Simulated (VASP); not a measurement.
Set up this calculation in VASP 6.6.1, as the native input.

* Task: single point
* Functional: r2SCAN
* Potentials or basis: VASP PAW PBE potentials, release 64 (Ba_sv, S)
* Cutoff: 520 eV
* k mesh: 6 × 6 × 6
* Occupations: gaussian, width 0.01 eV
* Spin: no spin polarisation
* Dipole correction: no
* Further INCAR settings: ALGO = Normal; EDIFF = 1e-06; NBANDS = 15

The system is BaS.

```
CELL_PARAMETERS angstrom
0.00000 3.21191 3.21191
3.21191 0.00000 3.21191
3.21191 3.21191 0.00000
ATOMIC_POSITIONS crystal
Ba 0.00000 0.00000 0.00000
S 0.50000 0.50000 0.50000
```

These files were run (other wordings do the same):

POSCAR

```
BaS
1.0
    0.0000000000      3.2119099264      3.2119099264
    3.2119099264      0.0000000000      3.2119099264
    3.2119099264      3.2119099264      0.0000000000
Ba S
1 1
Direct
    0.0000000000      0.0000000000      0.0000000000
    0.5000000000      0.5000000000      0.5000000000
```

INCAR.step1

```
PREC = Accurate ; ENCUT = 520
ISMEAR = 0 ; SIGMA = 0.01
LREAL = False ; LASPH = True
NELM = 100 ; NBANDS = 15
GGA = PE ; ALGO = Normal
EDIFF = 1E-4 ; LWAVE = True
LCHARG = False
```

INCAR.step2

```
PREC = Accurate ; ENCUT = 520
EDIFF = 1E-6 ; ISMEAR = 0
SIGMA = 0.01 ; LREAL = False
LASPH = True ; NELM = 100
ALGO = Normal ; ISIF = 2
LWAVE = False ; LCHARG = True
METAGGA = R2SCAN ; LMIXTAU = True
LELF = True ; LVHAR = True
NBANDS = 15 ; ISTART = 1
```

KPOINTS

```
Automatic mesh
0
Gamma
  6 6 6
```

Potentials or basis: VASP PAW PBE potentials, release 64 (Ba_sv, S).

The run is started by

```console
$ cat potpaw_PBE.64/Ba_sv/POTCAR potpaw_PBE.64/S/POTCAR > POTCAR
$ cp INCAR.step1 INCAR
$ mpirun -np 1 vasp_std > vasp.out
$ cp INCAR.step2 INCAR
$ mpirun -np 1 vasp_std > vasp.out
```

Results of the run:

```yaml
Pressure: 0.6 GPa
Band_gap_on_the_k_mesh: 2.49 eV, indirect (least direct gap 2.63 eV)
```

Caveat: the PAW data sets were made with another functional, which shifts forces and pressure a little; spin-orbit coupling is left out, which moves the levels of the heavy elements.

Run time: 75 s on 1 thread of Intel Xeon 6975P-C, with other jobs on the host, peak memory 0.22 GiB.
